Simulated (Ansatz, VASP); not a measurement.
# Ti3Al in VASP and in Ansatz

```
Ti Al
1.0
     2.89578    0.00000    0.00000
    -1.44789    2.50782    0.00000
     0.00000    0.00000    9.13935
Ti Al
3 1
Direct
  0.66667 0.33333 0.00000
  0.33333 0.66667 0.75118
  0.33333 0.66667 0.24882
  0.72648 0.45296 0.50000
```

Change from the starting cell: all Al atoms moved +0.300 Å, as atom 4 along Cartesian [0 1 0].

Alike in both runs: task single point; functional PBEsol; k mesh 18 × 18 × 6; occupations gaussian, width 0.15 eV; no spin polarisation.

|  | VASP | Ansatz |
| --- | --- | --- |
| version | VASP 6.6.1 | Ansatz 0.2.0 |
| potentials or method | VASP PAW PBE potentials, release 64 (Ti_sv, Al), cutoff 520 eV | scalar-relativistic, plane waves, PAW |
| valence electrons in the cell | 39 | 39 |

Ansatz gave:

* gap on the k mesh at the Fermi level (eV): none
* pressure (GPa): 0.3
* traceless stress, the component that is largest in VASP (GPa): -2.51
* rms of the force components (eV/Å): 0.143

What did VASP give for the same quantities?

gap on the k mesh at the Fermi level (eV): none; pressure (GPa): 0.1; traceless stress, the component that is largest in VASP (GPa): -2.54; rms of the force components (eV/Å): 0.145.

VASP's potentials were made for PBE, not for PBEsol. Atom by atom the forces differ by 0.006 eV/Å (rms over components). A gap of «none» marks a metal or a gap that the smearing closes.
